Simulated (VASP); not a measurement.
## Al2O3: single point with PBEsol

**What was measured.**

“Multi-petahertz electron interference in Cr:Al2O3 solid-state material”, 2018, pmc:5906618 quotes, for a bulk crystal of Al2O3: band gap 8.7 eV (optical).

The system is Al2O3.

```
Al O
1.0
     2.38588    1.37749    4.34212
    -2.38588    1.37749    4.34212
     0.00000   -2.75498    4.34212
Al O
4 6
Direct
  0.35203 0.35203 0.35203
  0.14797 0.14797 0.14797
  0.64797 0.64797 0.64797
  0.85203 0.85203 0.85203
  0.55590 0.94410 0.25000
  0.25000 0.55590 0.94410
  0.94410 0.25000 0.55590
  0.44410 0.05590 0.75000
  0.75000 0.44410 0.05590
  0.05590 0.75000 0.44410
```

```yaml
Program: VASP 6.6.1
Task: single point
Functional: PBEsol
Potentials_or_basis: VASP PAW PBE potentials, release 64 (Al, O)
Cutoff: 520 eV
k_mesh: 6 × 6 × 6
Occupations: gaussian, width 0.01 eV
Spin: no spin polarisation
```

The pressure is 0.1 GPa, the largest force is 0.005 eV/Å and the band gap on the k mesh is 6.05 eV.

Forces in eV/Å, atoms in the order of the input:
```
Al   0.000  0.000 -0.002
Al   0.000  0.000  0.002
Al   0.000  0.000  0.002
Al   0.000  0.000 -0.002
O   -0.005  0.000  0.000
O    0.002 -0.004  0.000
O    0.002  0.004  0.000
O    0.005  0.000  0.000
O   -0.002  0.004  0.000
O   -0.002 -0.004  0.000
```

Stress tensor (GPa, compression positive):
```
 0.26  0.00  0.00
 0.00  0.26  0.00
 0.00  0.00 -0.31
```

Levels at points of the mesh, in eV from the valence-band top:
| k point | band 22 | band 23 | band 24 | band 25 | band 26 | band 27 |
| --- | --- | --- | --- | --- | --- | --- |
| (0.00, 0.00, 0.00) | -0.03 | -0.03 | 0.00 | 6.05 | 8.93 | 10.60 |
| (0.50, 0.00, 0.00) | -0.90 | -0.26 | -0.26 | 9.27 | 9.27 | 9.48 |
| (0.50, 0.50, 0.00) | -0.90 | -0.74 | -0.24 | 9.43 | 9.55 | 9.75 |
| (0.50, 0.50, 0.50) | -0.36 | -0.36 | -0.36 | 8.49 | 8.49 | 10.91 |

Run time: 3.9 min on 1 thread of Intel Xeon 8259CL (shared host), peak memory 0.26 GiB.

Against the measured gap of Al2O3, 8.7 eV (optical; quoted in “Multi-petahertz electron interference in Cr:Al2O3 solid-state material”, 2018, pmc:5906618), the calculated 6.05 eV is off by -2.65 eV. The value is that of PBEsol on a finite k mesh, which can miss the band edges, without temperature or zero-point motion. Semilocal functionals fall short of measured gaps as a rule.

Caveat: the PAW data sets were made with another functional, which shifts forces and pressure a little.
